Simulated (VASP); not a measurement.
# Bi (P6_3/mmc) in VASP: notebook

Bi is run at these levels: revPBE; tasks: single point.

All numbers are computed with VASP 6.6.1; they aren't measurements. Logs are shortened: lines on timing, memory, paths and dates and some standing lists are left out, and cuts for length are marked.

### 1 The cell of the first run

It takes space group P6_3/mmc (No. 194, hexagonal). The conventional cell has a = 3.593 Å, b = 3.593 Å, c = 12.031 Å, α = 90.00°, β = 90.00°, γ = 120.00°. Bi (site symmetry -3m) has 12 Bi at 3.59 to 3.65 Å within 4.7 Å. Bi (site symmetry -6m2) has 12 Bi at 3.59 to 3.65 Å within 4.7 Å.

This isn't the form of Bi at room conditions, which is rhombohedral.

### 2 Single point, revPBE (33.63 Å³/atom)

INCAR

```
SYSTEM = Bi
ALGO     = Normal         ! electronic algorithm
EDIFF    = 1E-6           ! SCF threshold, eV
ENCUT    = 520            ! plane-wave cutoff, eV
GGA      = RE             ! functional
ISIF     = 2              ! what is computed and relaxed
ISMEAR   = -1             ! smearing method
LASPH    = .TRUE.         ! aspherical terms in the spheres
LCHARG   = .TRUE.         ! write CHGCAR
LELF     = .TRUE.         ! ELF
LREAL    = .FALSE.        ! projectors in reciprocal space
LVHAR    = .TRUE.       
LWAVE    = .FALSE.        ! write WAVECAR
NBANDS   = 38             ! bands
NELM     = 100            ! most SCF steps
PREC     = Accurate       ! precision mode
SIGMA    = 0.1            ! smearing width, eV
```

KPOINTS

```
k-points
0
G
  12 12 3
  0 0 0
```

POSCAR

```
Bi
1.0
    3.5934165699      0.0000000000      0.0000000000
   -1.7967082850      3.1119900359      0.0000000000
    0.0000000000      0.0000000000     12.0306435714
Bi
4
Direct
    0.0000000000      1.0000000000      1.0000000000
    0.0000000000      1.0000000000      0.5000000000
    0.3333333333      0.6666666667      0.2500000000
    0.6666666667      0.3333333333      0.7500000000
```

Potentials or basis: VASP PAW PBE potentials, release 64 (Bi_d).

The run is started by

```
> cat potpaw_PBE.64/Bi_d/POTCAR > POTCAR
> mpirun -np 1 vasp_std > vasp.out
```

OUTCAR:

```text
SYSTEM = Bi
   EDIFF = 1E-6
   ENCUT = 520
   GGA = RE
   ISIF = 2
   ISMEAR = -1
   LASPH = .TRUE.
   LREAL = .FALSE.
   NELM = 100
   PREC = Accurate

 ion  position               nearest neighbor table
   1  0.000  0.000  0.000-   3 3.65   4 3.65   4 3.65   3 3.65   4 3.65   3 3.65
   2  0.000  0.000  0.500-   3 3.65   4 3.65   4 3.65   3 3.65   4 3.65   3 3.65
   3  0.333  0.667  0.250-   1 3.65   2 3.65   1 3.65   2 3.65   1 3.65   2 3.65
   4  0.667  0.333  0.750-   1 3.65   2 3.65   1 3.65   2 3.65   1 3.65   2 3.65

  LATTYP: Found a hexagonal cell.
 ALAT       =     3.5934165699
 C/A-ratio  =     3.3479679679

  Lattice vectors:

 A1 = (   3.5934165699,   0.0000000000,   0.0000000000)
 A2 = (  -1.7967082850,   3.1119900359,   0.0000000000)
 A3 = (   0.0000000000,   0.0000000000,  12.0306435714)

Analysis of symmetry for initial positions (statically):
=====================================================================
 Subroutine PRICEL returns:
 Original cell was already a primitive cell.

 Routine SETGRP: Setting up the symmetry group for a
 hexagonal supercell.

 Subroutine GETGRP returns: Found 24 space group operations
 (whereof 12 operations were pure point group operations)
 out of a pool of 24 trial point group operations.

The static configuration has the point symmetry D_3d.
 The point group associated with its full space group is D_6h.

Analysis of symmetry for dynamics (positions and initial velocities):
=====================================================================
 Subroutine PRICEL returns:
 Original cell was already a primitive cell.

 Routine SETGRP: Setting up the symmetry group for a
 hexagonal supercell.

 Subroutine GETGRP returns: Found 24 space group operations
 (whereof 12 operations were pure point group operations)
 out of a pool of 24 trial point group operations.

The dynamic configuration has the point symmetry D_3d.
 The point group associated with its full space group is D_6h.

 Subroutine INISYM returns: Found 24 space group operations
 (whereof 12 operations are pure point group operations),
 and found     1 'primitive' translations

----------------------------------------------------------------------------------------

                                     Primitive cell

  volume of cell :     134.5348

  direct lattice vectors                    reciprocal lattice vectors
     3.593416570  0.000000000  0.000000000     0.278286689  0.160668895  0.000000000
    -1.796708285  3.111990036  0.000000000     0.000000000  0.321337790  0.000000000
     0.000000000  0.000000000 12.030643571     0.000000000  0.000000000  0.083121073

  length of vectors
     3.593416570  3.593416570 12.030643571     0.321337790  0.321337790  0.083121073

  position of ions in fractional coordinates (direct lattice)
     0.000000000  0.000000000  0.000000000
     0.000000000  0.000000000  0.500000000
     0.333333333  0.666666667  0.250000000
     0.666666667  0.333333333  0.750000000

  ion indices of the primitive-cell ions
   primitive index   ion index
                 1           1
                 2           2
                 3           3
                 4           4

----------------------------------------------------------------------------------------

 KPOINTS: k-points

Automatic generation of k-mesh.
 Grid dimensions read from file:
 generate k-points for:   12   12    3

 Generating k-lattice:

  Cartesian coordinates                     Fractional coordinates (reciprocal lattice)
     0.023190557  0.013389075  0.000000000     0.083333333  0.000000000  0.000000000
     0.000000000  0.026778149  0.000000000     0.000000000  0.083333333  0.000000000
     0.000000000  0.000000000  0.027707024     0.000000000  0.000000000  0.333333333

  Length of vectors
     0.026778149  0.026778149  0.027707024

  Shift w.r.t. Gamma in fractional coordinates (k-lattice)
     0.000000000  0.000000000  0.000000000

 Subroutine IBZKPT returns following result:
 ===========================================

 Found     38 irreducible k-points:

 Following reciprocal coordinates:
            Coordinates               Weight
  0.000000  0.000000  0.000000      1.000000
  0.083333 -0.000000  0.000000      6.000000
  0.166667 -0.000000  0.000000      6.000000
  0.250000  0.000000  0.000000      6.000000
  0.333333  0.000000  0.000000      6.000000
  0.416667 -0.000000  0.000000      6.000000
[... 16 lines left out ...]
  0.250000  0.000000  0.333333     12.000000
  0.333333  0.000000  0.333333     12.000000
 [... further k-points ...]
   k-points           NKPTS =     38   k-points in BZ     NKDIM =     38   number of bands    NBANDS=     38
   number of dos      NEDOS =    301   number of ions     NIONS =      4
   total plane-waves  NPLWV =  70560
   dimension x,y,z NGX =    28 NGY =   28 NGZ =   90
   dimension x,y,z NGXF=    56 NGYF=   56 NGZF=  180
   ions per type =               4
   NGX,Y,Z   is equivalent  to a cutoff of  12.95, 12.95, 12.44 a.u.
   NGXF,Y,Z  is equivalent  to a cutoff of  25.91, 25.91, 24.87 a.u.
 SYSTEM =  Bi
   PREC   = accura    normal or accurate (medium, high low for compatibility)
   ISTART =      0    job   : 0-new  1-cont  2-samecut
   ICHARG =      2    charge: 1-file 2-atom 10-const
   ISPIN  =      1    spin polarized calculation?
   LNONCOLLINEAR =      F non collinear calculations
   LSORBIT =      F    spin-orbit coupling
   LASPH  =      T    aspherical Exc in radial PAW
   ENCUT  =  520.0 eV  38.22 Ry    6.18 a.u.   6.68  6.68 22.37*2*pi/ulx,y,z
   NELM   =    100;   NELMIN=  2; NELMDL= -5     # of ELM steps
   EDIFF  = 0.1E-05   stopping-criterion for ELM
   LREAL  =      F    real-space projection
   EDIFFG = 0.1E-04   stopping-criterion for IOM
   NSW    =      0    number of steps for IOM
   IBRION =     -1    ionic relax: 0-MD 1-quasi-New 2-CG
   NFREE  =      0    steps in history (QN), initial steepest desc. (CG)
   ISIF   =      2    stress and relaxation
   ISYM   =      2    0-nonsym 1-usesym 2-fastsym
   POTIM  = 0.5000    time-step for ionic-motion
   TEBEG  =    0.0;   TEEND  =   0.0 temperature during run
   PSTRESS=    0.0 pullay stress
   NELECT =      60.0000    total number of electrons
   NUPDOWN=      -1.0000    fix difference up-down
   EMIN   =  10.00;   EMAX   =-10.00  energy-range for DOS
   EFERMI =   0.00;   METHOD = LEGACY
   ISMEAR =    -1;   SIGMA  =   0.10  broadening in eV -4-tet -1-fermi 0-gaus
   EFERMI_NEDOS =   21; number of points for ismear=-14 and -15
   IALGO  =     38    algorithm
   IMIX   =      4    mixing-type and parameters
     AMIX     =   0.40;   BMIX     =  1.00
     AMIX_MAG =   1.60;   BMIX_MAG =  1.00
  volume/ion in A,a.u.               =      33.63       226.97
  Fermi-wavevector in a.u.,A,eV,Ry     =   1.250778  2.363628 21.285588  1.564447
  Thomas-Fermi vector in A             =   2.384757
   LORBIT       =      0    0 simple, 1 ext, 2 COOP (PROOUT), +10 PAW based schemes
   GGA     = RE    functional components
   LHFCALC =     F    Hartree Fock is set to
   AEXX    =    0.0000 exact exchange contribution
   IVDW    =     0    specifies the selected vdW correction
   LEPSILON=     F    determine dielectric tensor
   LRPA    =     F    only Hartree local field effects (RPA)
 non-spin polarized calculation
  energy-cutoff  :      520.00
  volume of cell :      134.53
 maximum number of plane-waves:      3657
 NGX is ok and might be reduce to    28
   NGX = 13   NGY = 13   NGZ = 45

 number of electron      60.0000016 magnetization

 Free energy of the ion-electron system (eV)
  ---------------------------------------------------
  ext. energy  EPLUGINS =         0.00000000
  ---------------------------------------------------
  free energy    TOTEN  =       -13.62649798 eV

  energy without entropy =      -13.53640334  energy(sigma->0) =      -13.58145066

 E-fermi :   7.1504     XC(G=0):  -9.8696

 val. band max:        7.1441620183   @ k =   0.1667   0.1667   0.0000
 cond. band min:       7.1586241558   @ k =   0.4167  -0.0000   0.0000
 fundamental gap:      0.0144621375
 Fermi energy:         7.1503737718

 k-point     1 :       0.0000    0.0000    0.0000
  band No.  band energies     occupation
      1     -15.9640      2.00000
      2     -15.9622      2.00000
      3     -15.9622      2.00000
      4     -15.9599      2.00000
      5     -15.9584      2.00000
      6     -15.9584      2.00000
[... 30 lines left out ...]
     37      14.1028      0.00000
     38      14.5471      0.00000

 k-point     2 :       0.0833   -0.0000    0.0000
  band No.  band energies     occupation
      1     -15.9646      2.00000
      2     -15.9632      2.00000
      3     -15.9612      2.00000
      4     -15.9586      2.00000
      5     -15.9559      2.00000
      6     -15.9519      2.00000
[... 30 lines left out ...]
     37      14.6226      0.00000
     38      15.0854      0.00000

 k-point     3 :       0.1667   -0.0000    0.0000
  band No.  band energies     occupation
      1     -15.9753      2.00000
      2     -15.9682      2.00000
      3     -15.9655      2.00000
      4     -15.9526      2.00000
      5     -15.9503      2.00000
      6     -15.9437      2.00000
[... 30 lines left out ...]
     37      13.7328      0.00000
     38      14.3227      0.00000

 k-point     4 :       0.2500    0.0000    0.0000
  band No.  band energies     occupation
      1     -15.9885      2.00000
      2     -15.9761      2.00000
      3     -15.9725      2.00000
      4     -15.9551      2.00000
      5     -15.9474      2.00000
      6     -15.9452      2.00000
[... 30 lines left out ...]
     37      12.9223      0.00000
     38      13.4956      0.00000
[... 703 lines left out ...]
      4     -15.9546      2.00000
      5     -15.9484      2.00000
      6     -15.9437      2.00000
[... 30 lines left out ...]
     37      13.7686      0.00000
     38      13.9181      0.00000

 k-point    23 :       0.2500    0.0000    0.3333
  band No.  band energies     occupation
      1     -15.9871      2.00000
      2     -15.9823      2.00000
      3     -15.9654      2.00000
      4     -15.9580      2.00000
      5     -15.9459      2.00000
      6     -15.9384      2.00000
[... 30 lines left out ...]
     37      12.9875      0.00000
     38      13.0780      0.00000

 k-point    24 :       0.3333    0.0000    0.3333
  band No.  band energies     occupation
      1     -15.9984      2.00000
      2     -15.9919      2.00000
      3     -15.9705      2.00000
      4     -15.9625      2.00000
      5     -15.9551      2.00000
      6     -15.9470      2.00000
[... 30 lines left out ...]
     37      12.4439      0.00000
     38      12.4981      0.00000

 [... further k-points ...]

------------------------ aborting loop because EDIFF is reached ----------------------------------------

  FORCE on cell =-STRESS in cart. coord.  units (eV):
  Direction    XX          YY          ZZ          XY          YZ          ZX
  --------------------------------------------------------------------------------------
  -------------------------------------------------------------------------------------
  Total       -1.6589874     -1.6589874     -1.3943408      0.0000000     -0.0000000      0.0000000
  in kB      -19.7569114    -19.7569114    -16.6052302      0.0000000     -0.0000000      0.0000000
  external PRESSURE =     -18.7063510 kB  Pullay stress =       0.0000000 kB

 VOLUME and BASIS-vectors are now :
 -----------------------------------------------------------------------------
  energy-cutoff  :      520.00
  volume of cell :      134.53
      direct lattice vectors                 reciprocal lattice vectors
     3.593416570  0.000000000  0.000000000     0.278286689  0.160668895  0.000000000
    -1.796708285  3.111990036  0.000000000     0.000000000  0.321337790  0.000000000
     0.000000000  0.000000000 12.030643571     0.000000000  0.000000000  0.083121073

 POSITION                                       TOTAL-FORCE (eV/Angst)
 -----------------------------------------------------------------------------------
      0.00000      0.00000      0.00000         0.000000      0.000000      0.000000
      0.00000      0.00000      6.01532        -0.000000      0.000000      0.000000
     -0.00000      2.07466      3.00766        -0.000000      0.000000     -0.000000
      1.79671      1.03733      9.02298         0.000000     -0.000000     -0.000000
 -----------------------------------------------------------------------------------
    total drift:                                0.000000     -0.000000      0.000000

  FREE ENERGIE OF THE ION-ELECTRON SYSTEM (eV)
  ---------------------------------------------------
  free  energy   TOTEN  =       -13.6264979752 eV

  energy  without entropy=      -13.5364033398  energy(sigma->0) =      -13.58145066
```

Wall time 61 s (1 thread of Intel Xeon 6975P-C (Granite Rapids), shared host); peak memory 0.32 GiB.

Results:

```yaml
Free_energy: -13.6265 eV
Pressure: -1.9 GPa
Band_gap_on_the_k_mesh: zero (bands 30 and 31 overlap by 5.65 eV)
```

Stress tensor (GPa, compression positive):
```
-1.98  0.00  0.00
 0.00 -1.98  0.00
 0.00  0.00 -1.66
```

Levels at points of the mesh, in eV from the Fermi level:
```tsv
k point	band 27	band 28	band 29	band 30	band 31	band 32	band 33	band 34
(0.00, 0.00, 0.00)	-1.28	3.27	3.27	3.86	3.86	3.87	3.87	4.18
(0.50, 0.00, 0.00)	-3.63	-3.24	-1.33	-0.68	0.52	1.29	1.53	1.54
```

Caveat: the PAW data sets were made with another functional, which shifts forces and pressure a little; spin-orbit coupling is left out, which moves the levels of the heavy elements.

### 3 Single point, revPBE (34.93 Å³/atom)

This run uses another cell than the first one, of 34.93 Å³/atom.

INCAR

```
PREC = Accurate
ENCUT = 520
EDIFF = 1E-6
ISMEAR = -1
SIGMA = 0.1
LREAL = False
LASPH = True
NELM = 60
ALGO = Normal
ISIF = 2
LWAVE = False
LCHARG = True
GGA = RE
LELF = True
LVHAR = True
NBANDS = 38
```

KPOINTS

```
regular mesh
0
Gamma
  12 12 3
```

POSCAR

```
Bi
1.0
    3.6389076848      0.0000000000      0.0000000000
   -1.8194538424      3.1513864971      0.0000000000
    0.0000000000      0.0000000000     12.1829463671
Bi
4
Direct
    0.0000000000      1.0000000000      1.0000000000
    0.0000000000      1.0000000000      0.5000000000
    0.3333333333      0.6666666667      0.2500000000
    0.6666666667      0.3333333333      0.7500000000
```

Potentials or basis: VASP PAW PBE potentials, release 64 (Bi_d).

The run is started by

```
> cat potpaw_PBE.64/Bi_d/POTCAR > POTCAR
> mpirun -np 1 vasp_std > vasp.out
```

Run time: 73 s. Hardware: 1 thread of Intel Xeon 6975P-C (Granite Rapids), shared host; peak memory 0.32 GiB.

It converged, with:

* Free energy: -13.5454 eV
* Pressure: -3.2 GPa
* Band gap on the k mesh: zero (bands 30 and 31 overlap by 5.38 eV)

Stress tensor (GPa, compression positive):
```
-3.39  0.00  0.00
 0.00 -3.39  0.00
 0.00  0.00 -2.97
```

Levels at points of the mesh, in eV from the Fermi level:
| k point | band 28 | band 29 | band 30 | band 31 | band 32 | band 33 |
| --- | --- | --- | --- | --- | --- | --- |
| (0.00, 0.00, 0.00) | 3.11 | 3.11 | 3.66 | 3.66 | 3.67 | 3.67 |
| (0.50, 0.00, 0.00) | -3.12 | -1.26 | -0.64 | 0.50 | 1.23 | 1.46 |

Caveat: the cell stands under tension; the PAW data sets were made with another functional, which shifts forces and pressure a little; spin-orbit coupling is left out, which moves the levels of the heavy elements.

(Continued in part 2 of 2.)
